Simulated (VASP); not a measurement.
# TiCo (Pm-3m) in VASP: further runs

The runs below take TiCo through single point, with revPBE, PBE.

Everything below comes from runs of VASP 6.6.1. Logs are shortened: lines on timing, memory, paths and dates and some standing lists are left out, and cuts for length are marked.

## (1) The cell of the first run

Symmetry: Pm-3m, No. 221, cubic system. The conventional cell has a = 2.986 Å, b = 2.986 Å, c = 2.986 Å, α = 90.00°, β = 90.00°, γ = 90.00°. Within 3.4 Å of Co (site symmetry m-3m) lie 8 Ti at 2.59 Å and 6 Co at 2.99 Å. Within 3.4 Å of Ti (site symmetry m-3m) lie 8 Co at 2.59 Å and 6 Ti at 2.99 Å.

## (2) Single point, revPBE, collinear spin, ferromagnetic start

The input, INCAR:

```
PREC = Accurate
ENCUT = 520
EDIFF = 1E-6
ISMEAR = -1
SIGMA = 0.05
LREAL = F
LASPH = T
NELM = 150
ALGO = Fast
ISIF = 2
LWAVE = F
LCHARG = T
ISPIN = 2
MAGMOM = 2 1
LORBIT = 11
LMAXMIX = 4
GGA = RE
LELF = T
LVHAR = T
NBANDS = 22
```

The input, KPOINTS:

```
regular mesh
0
Gamma
  9 9 9
```

The input, POSCAR:

```
TiCo
1.0
    2.9861109900      0.0000000000      0.0000000000
    0.0000000000      2.9861109900      0.0000000000
    0.0000000000      0.0000000000      2.9861109900
Co Ti
1 1
Direct
    0.5000000000      0.5000000000      0.5000000000
    0.0000000000      0.0000000000      0.0000000000
```

Potentials or basis: VASP PAW PBE potentials, release 64 (Co, Ti_sv).

The run is started by

```sh
$ cat potpaw_PBE.64/Co/POTCAR potpaw_PBE.64/Ti_sv/POTCAR > POTCAR
$ mpirun -np 1 vasp_std > vasp.out
```

OUTCAR:

```text
PREC = Accurate
   ENCUT = 520
   EDIFF = 1E-6
   ISMEAR = -1
   LREAL = F
   LASPH = T
   NELM = 150
   ISIF = 2
   ISPIN = 2
   LORBIT = 11
   GGA = RE

 ion  position               nearest neighbor table
   1  0.500  0.500  0.500-   2 2.59   2 2.59   2 2.59   2 2.59   2 2.59   2 2.59   2 2.59   2 2.59

   2  0.000  0.000  0.000-   1 2.59   1 2.59   1 2.59   1 2.59   1 2.59   1 2.59   1 2.59   1 2.59

  LATTYP: Found a simple cubic cell.
 ALAT       =     2.9861109900

  Lattice vectors:

 A1 = (   2.9861109900,   0.0000000000,   0.0000000000)
 A2 = (   0.0000000000,   2.9861109900,   0.0000000000)
 A3 = (   0.0000000000,   0.0000000000,   2.9861109900)

Analysis of symmetry for initial positions (statically):
=====================================================================
 Subroutine PRICEL returns:
 Original cell was already a primitive cell.

 Routine SETGRP: Setting up the symmetry group for a
 simple cubic supercell.

 Subroutine GETGRP returns: Found 48 space group operations
 (whereof 48 operations were pure point group operations)
 out of a pool of 48 trial point group operations.

The static configuration has the point symmetry O_h .

Analysis of symmetry for dynamics (positions and initial velocities):
=====================================================================
 Subroutine PRICEL returns:
 Original cell was already a primitive cell.

 Routine SETGRP: Setting up the symmetry group for a
 simple cubic supercell.

 Subroutine GETGRP returns: Found 48 space group operations
 (whereof 48 operations were pure point group operations)
 out of a pool of 48 trial point group operations.

The dynamic configuration has the point symmetry O_h .

Analysis of structural, dynamic, and magnetic symmetry:
=====================================================================
 Subroutine PRICEL returns:
 Original cell was already a primitive cell.

 Routine SETGRP: Setting up the symmetry group for a
 simple cubic supercell.

 Subroutine GETGRP returns: Found 48 space group operations
 (whereof 48 operations were pure point group operations)
 out of a pool of 48 trial point group operations.

The overall configuration has the point symmetry O_h .

 Subroutine INISYM returns: Found 48 space group operations
 (whereof 48 operations are pure point group operations),
 and found     1 'primitive' translations

----------------------------------------------------------------------------------------

                                     Primitive cell

  volume of cell :      26.6267

  direct lattice vectors                    reciprocal lattice vectors
     2.986110990  0.000000000  0.000000000     0.334883735  0.000000000  0.000000000
     0.000000000  2.986110990  0.000000000     0.000000000  0.334883735  0.000000000
     0.000000000  0.000000000  2.986110990     0.000000000  0.000000000  0.334883735

  length of vectors
     2.986110990  2.986110990  2.986110990     0.334883735  0.334883735  0.334883735

  position of ions in fractional coordinates (direct lattice)
     0.500000000  0.500000000  0.500000000
     0.000000000  0.000000000  0.000000000

  ion indices of the primitive-cell ions
   primitive index   ion index
                 1           1
                 2           2

----------------------------------------------------------------------------------------

 KPOINTS: regular mesh

Automatic generation of k-mesh.
 Grid dimensions read from file:
 generate k-points for:    9    9    9

 Generating k-lattice:

  Cartesian coordinates                     Fractional coordinates (reciprocal lattice)
     0.037209304  0.000000000  0.000000000     0.111111111  0.000000000  0.000000000
     0.000000000  0.037209304  0.000000000     0.000000000  0.111111111  0.000000000
     0.000000000  0.000000000  0.037209304     0.000000000  0.000000000  0.111111111

  Length of vectors
     0.037209304  0.037209304  0.037209304

  Shift w.r.t. Gamma in fractional coordinates (k-lattice)
     0.000000000  0.000000000  0.000000000

 Subroutine IBZKPT returns following result:
 ===========================================

 Found     35 irreducible k-points:

 Following reciprocal coordinates:
            Coordinates               Weight
  0.000000  0.000000  0.000000      1.000000
  0.111111  0.000000  0.000000      6.000000
  0.222222  0.000000  0.000000      6.000000
  0.333333  0.000000  0.000000      6.000000
  0.444444  0.000000  0.000000      6.000000
  0.111111  0.111111  0.000000     12.000000
[... 16 lines left out ...]
  0.333333  0.333333  0.111111     24.000000
  0.444444  0.333333  0.111111     48.000000
 [... further k-points ...]
   k-points           NKPTS =     35   k-points in BZ     NKDIM =     35   number of bands    NBANDS=     22
   number of dos      NEDOS =    301   number of ions     NIONS =      2
   total plane-waves  NPLWV =  13824
   dimension x,y,z NGX =    24 NGY =   24 NGZ =   24
   dimension x,y,z NGXF=    48 NGYF=   48 NGZF=   48
   ions per type =               1   1
   NGX,Y,Z   is equivalent  to a cutoff of  13.36, 13.36, 13.36 a.u.
   NGXF,Y,Z  is equivalent  to a cutoff of  26.72, 26.72, 26.72 a.u.
 SYSTEM =  unknown system
   PREC   = accura    normal or accurate (medium, high low for compatibility)
   ISTART =      0    job   : 0-new  1-cont  2-samecut
   ICHARG =      2    charge: 1-file 2-atom 10-const
   ISPIN  =      2    spin polarized calculation?
   LNONCOLLINEAR =      F non collinear calculations
   LSORBIT =      F    spin-orbit coupling
   LASPH  =      T    aspherical Exc in radial PAW
   ENCUT  =  520.0 eV  38.22 Ry    6.18 a.u.   5.55  5.55  5.55*2*pi/ulx,y,z
   NELM   =    150;   NELMIN=  2; NELMDL= -5     # of ELM steps
   EDIFF  = 0.1E-05   stopping-criterion for ELM
   LREAL  =      F    real-space projection
   EDIFFG = 0.1E-04   stopping-criterion for IOM
   NSW    =      0    number of steps for IOM
   IBRION =     -1    ionic relax: 0-MD 1-quasi-New 2-CG
   NFREE  =      0    steps in history (QN), initial steepest desc. (CG)
   ISIF   =      2    stress and relaxation
   ISYM   =      2    0-nonsym 1-usesym 2-fastsym
   POTIM  = 0.5000    time-step for ionic-motion
   TEBEG  =    0.0;   TEEND  =   0.0 temperature during run
   PSTRESS=    0.0 pullay stress
   NELECT =      21.0000    total number of electrons
   NUPDOWN=      -1.0000    fix difference up-down
   EMIN   =  10.00;   EMAX   =-10.00  energy-range for DOS
   EFERMI =   0.00;   METHOD = LEGACY
   ISMEAR =    -1;   SIGMA  =   0.05  broadening in eV -4-tet -1-fermi 0-gaus
   EFERMI_NEDOS =   21; number of points for ismear=-14 and -15
   IALGO  =     68    algorithm
   IMIX   =      4    mixing-type and parameters
     AMIX     =   0.40;   BMIX     =  1.00
     AMIX_MAG =   1.60;   BMIX_MAG =  1.00
  volume/ion in A,a.u.               =      13.31        89.84
  Fermi-wavevector in a.u.,A,eV,Ry     =   1.512546  2.858298 31.127355  2.287796
  Thomas-Fermi vector in A             =   2.622456
   LORBIT       =     11    0 simple, 1 ext, 2 COOP (PROOUT), +10 PAW based schemes
   GGA     = RE    functional components
   LHFCALC =     F    Hartree Fock is set to
   AEXX    =    0.0000 exact exchange contribution
   IVDW    =     0    specifies the selected vdW correction
   LEPSILON=     F    determine dielectric tensor
   LRPA    =     F    only Hartree local field effects (RPA)
 spin polarized calculation
 RMM-DIIS sequential band-by-band and
  energy-cutoff  :      520.00
  volume of cell :       26.63
 maximum number of plane-waves:       739
 NGX is ok and might be reduce to    24
   NGX = 11   NGY = 11   NGZ = 11

 number of electron      20.9999983 magnetization       0.8213269

 Free energy of the ion-electron system (eV)
  ---------------------------------------------------
  ext. energy  EPLUGINS =         0.00000000
  ---------------------------------------------------
  free energy    TOTEN  =       -14.92673504 eV

  energy without entropy =      -14.90980855  energy(sigma->0) =      -14.91827179

 E-fermi :  10.0412     XC(G=0): -12.4946

 val. band max:       10.0270454848   @ k =   0.3333   0.2222   0.0000
 cond. band min:      10.0514518222   @ k =   0.3333   0.3333   0.1111
 fundamental gap:      0.0244063374
 Fermi energy:        10.0412189016

 spin component 1

 k-point     1 :       0.0000    0.0000    0.0000
  band No.  band energies     occupation
      1     -47.2242      1.00000
      2     -23.2668      1.00000
      3     -23.2668      1.00000
      4     -23.2668      1.00000
      5       2.3376      1.00000
      6       5.8479      1.00000
[... 14 lines left out ...]
     21      29.6449      0.00000
     22      30.9526      0.00000

 k-point     2 :       0.1111    0.0000    0.0000
  band No.  band energies     occupation
      1     -47.2206      1.00000
      2     -23.3021      1.00000
      3     -23.2643      1.00000
      4     -23.2643      1.00000
      5       2.5811      1.00000
      6       5.9426      1.00000
[... 542 lines left out ...]
 k-point    24 :       0.4444    0.3333    0.1111
  band No.  band energies     occupation
      1     -47.1693      1.00000
      2     -23.5159      1.00000
      3     -23.4471      1.00000
      4     -23.2571      1.00000
      5       5.7675      1.00000
      6       6.3599      1.00000
[... 14 lines left out ...]
     21      26.8289      0.00000
     22      29.8443      0.00000

 [... further k-points ...]

 spin component 2

 k-point     1 :       0.0000    0.0000    0.0000
  band No.  band energies     occupation
      1     -47.2416      1.00000
      2     -23.2852      1.00000
      3     -23.2852      1.00000
      4     -23.2852      1.00000
      5       2.3046      1.00000
      6       6.5116      1.00000
[... 14 lines left out ...]
     21      29.7002      0.00000
     22      30.8071      0.00000

 k-point     2 :       0.1111    0.0000    0.0000
  band No.  band energies     occupation
      1     -47.2379      1.00000
      2     -23.3209      1.00000
      3     -23.2826      1.00000
      4     -23.2826      1.00000
      5       2.5487      1.00000
      6       6.6187      1.00000
[... 542 lines left out ...]
 k-point    24 :       0.4444    0.3333    0.1111
  band No.  band energies     occupation
      1     -47.1861      1.00000
      2     -23.5374      1.00000
      3     -23.4679      1.00000
      4     -23.2757      1.00000
      5       6.0702      1.00000
      6       6.6384      1.00000
[... 14 lines left out ...]
     21      26.8517      0.00000
     22      29.7968      0.00000

 [... further k-points ...]
[... 5 lines left out ...]
  --------------------------------------------------------------------------------------
  -------------------------------------------------------------------------------------
  Total        0.3831686      0.3831686      0.3831686     -0.0000000      0.0000000     -0.0000000
  in kB       23.0559317     23.0559317     23.0559317     -0.0000000      0.0000000     -0.0000000
  external PRESSURE =      23.0559317 kB  Pullay stress =       0.0000000 kB

 VOLUME and BASIS-vectors are now :
 -----------------------------------------------------------------------------
  energy-cutoff  :      520.00
  volume of cell :       26.63
      direct lattice vectors                 reciprocal lattice vectors
     2.986110990  0.000000000  0.000000000     0.334883735  0.000000000  0.000000000
     0.000000000  2.986110990  0.000000000     0.000000000  0.334883735  0.000000000
     0.000000000  0.000000000  2.986110990     0.000000000  0.000000000  0.334883735

 POSITION                                       TOTAL-FORCE (eV/Angst)
 -----------------------------------------------------------------------------------
      1.49306      1.49306      1.49306         0.000000      0.000000      0.000000
      0.00000      0.00000      0.00000         0.000000      0.000000      0.000000
 -----------------------------------------------------------------------------------
    total drift:                                0.000000      0.000000     -0.000000

  FREE ENERGIE OF THE ION-ELECTRON SYSTEM (eV)
  ---------------------------------------------------
  free  energy   TOTEN  =       -14.9267350406 eV

  energy  without entropy=      -14.9098085493  energy(sigma->0) =      -14.91827179

 total charge

# of ion       s       p       d       tot
------------------------------------------
    1        0.526   0.461   7.301   8.287
    2        2.245   6.179   1.854  10.279
--------------------------------------------------
tot          2.771   6.641   9.155  18.566

 magnetization (x)

# of ion       s       p       d       tot
------------------------------------------
    1        0.026  -0.009   0.905   0.922
    2       -0.003  -0.015  -0.022  -0.040
--------------------------------------------------
tot          0.023  -0.024   0.884   0.883
```

It took 42 s on 1 thread of AMD EPYC 7R13 (Zen 3), shared host; peak memory 0.14 GiB.

What came out:

```yaml
Free_energy: -14.9267 eV
Pressure: 2.3 GPa
Net_moment: 0.82 μB per cell
Site_moments: Co +0.92; Ti -0.04 μB
Valence_electrons_inside_the_program's_atomic_spheres: Co 8.29; Ti 10.28
```

Caveat: the PAW data sets were made with another functional, which shifts forces and pressure a little.

## (3) Single point, PBE, collinear spin, ferromagnetic start

The input, INCAR:

```
SYSTEM = TiCo
  ALGO = Normal
  EDIFF = 1E-6
  ENCUT = 520
  GGA = PE
  ISIF = 2
  ISMEAR = 0
  ISPIN = 2
  LASPH = .TRUE.
  LCHARG = .FALSE.
  LMAXMIX = 4
  LORBIT = 11
  LREAL = .FALSE.
  LWAVE = .FALSE.
  MAGMOM = 2 1
  NBANDS = 22
  NELM = 150
  PREC = Accurate
  SIGMA = 0.019000000000000003
```

The input, KPOINTS:

```
k-points
0
G
  9 9 9
  0 0 0
```

POSCAR is that of step 2.

Potentials or basis: VASP PAW PBE potentials, release 64 (Co, Ti_sv).

The run is started by

```sh
$ cat potpaw_PBE.64/Co/POTCAR potpaw_PBE.64/Ti_sv/POTCAR > POTCAR
$ mpirun -np 1 vasp_std > vasp.out
```

It took 34 s on 1 thread of AMD EPYC 7R13 (Zen 3), shared host; peak memory 0.14 GiB.

The run converged. Its results:

* Free energy: -15.6749 eV
* Pressure: -0.8 GPa
* Net moment: 0.84 μB per cell
* Site moments: Co +0.92; Ti -0.03 μB
* Valence electrons inside the program's atomic spheres: Co 8.29; Ti 10.29

Levels at points of the mesh, in eV from the Fermi level:
Spin up:
```csv
k point,band 8,band 9,band 10,band 11,band 12,band 13,band 14,band 15
"(0.00, 0.00, 0.00)",-1.90,-1.90,-1.90,0.46,0.46,2.64,2.64,2.64
```
Spin down:
```tsv
k point	band 8	band 9	band 10	band 11	band 12	band 13
(0.00, 0.00, 0.00)	-1.36	-1.36	-1.36	0.99	0.99	2.74
```
